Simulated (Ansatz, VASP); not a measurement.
## SnSe: VASP beside Ansatz

The input POSCAR:

```
SnSe
1.0
    0.1311738654      3.0432236246      3.0432236246
    3.0432236246      0.1311738654      3.0432236246
    3.0432236246      3.0432236246      0.1311738654
Sn Se
1 1
Direct
    0.0000000000      0.0000000000      0.0000000000
    0.5000000000      0.5000000000      0.5000000000
```

File INCAR.step1:

```
PREC = Accurate
ENCUT = 520
ISMEAR = -1
SIGMA = 0.02
LREAL = F
LASPH = T
NELM = 60
NBANDS = 17
GGA = PE
ALGO = Normal
EDIFF = 1E-4
LWAVE = T
LCHARG = F
```

The input INCAR.step2:

```
PREC = Accurate
ENCUT = 520
EDIFF = 1E-6
ISMEAR = -1
SIGMA = 0.02
LREAL = F
LASPH = T
NELM = 60
ALGO = Normal
ISIF = 2
LWAVE = F
LCHARG = F
METAGGA = R2SCAN
LMIXTAU = T
NBANDS = 17
ISTART = 1
```

KPOINTS

```
Automatic mesh
0
Gamma
  8 8 8
```

Input for Ansatz:

```yaml
crystal:
  lattice:
    - [0.1311738654, 3.0432236246, 3.0432236246]
    - [3.0432236246, 0.1311738654, 3.0432236246]
    - [3.0432236246, 3.0432236246, 0.1311738654]
  atoms:
    - { symbol: Sn, position: [0.0, 0.0, 0.0] }
    - { symbol: Se, position: [0.5, 0.5, 0.5] }
kpoints:
  mp_grid: { grid: [8, 8, 8] }
  band_path:
    path:
      - [0.0, 0.0, 0.0]
      - [0.5, 0.0, 0.5]
      - [0.625, 0.25, 0.625]
      - [0.375, 0.375, 0.75]
      - [0.5, 0.5, 0.5]
      - [0.5, 0.25, 0.75]
      - [0.5, 0.475, 0.525]
      - [0.460937, 0.462321, -0.484375]
      - [-0.040853, 0.03125, 0.487712]
    npoints: 1
hamiltonian:
  xc: r2scan
scf:
  occupations: { method: fermi_dirac, width: 0.02 }
  n_extra_bands: 4
output:
  forces: true
  stress: true
  eigenvalues: true
```

Change from the starting cell: epitaxial_111 strain -3.0%.

Alike in both runs: task single point; functional r2SCAN; k mesh 8 × 8 × 8; occupations fermi-dirac, width 0.02 eV; no spin polarisation.

```csv
,VASP,Ansatz
version,VASP 6.6.1,Ansatz 0.2.0
potentials or method,"VASP PAW PBE potentials, release 64 (Sn_d, Se)","plane waves, PAW"
plane-wave cutoff (eV),520,500
valence electrons in the cell,20,30
```

```csv
,VASP,Ansatz,Ansatz less VASP
pressure (GPa),1.7,1.7,-0.01
"traceless stress, the component that is largest in VASP (GPa)",-0.85,-0.85,0.000
```

VASP's potentials were made for PBE, not for r2SCAN. With one functional, cell and mesh, what is left measures potentials, basis and numerics. VASP's potentials hold 20 valence electrons a cell and Ansatz's 30, so a difference there can come from the potentials and not from the codes.
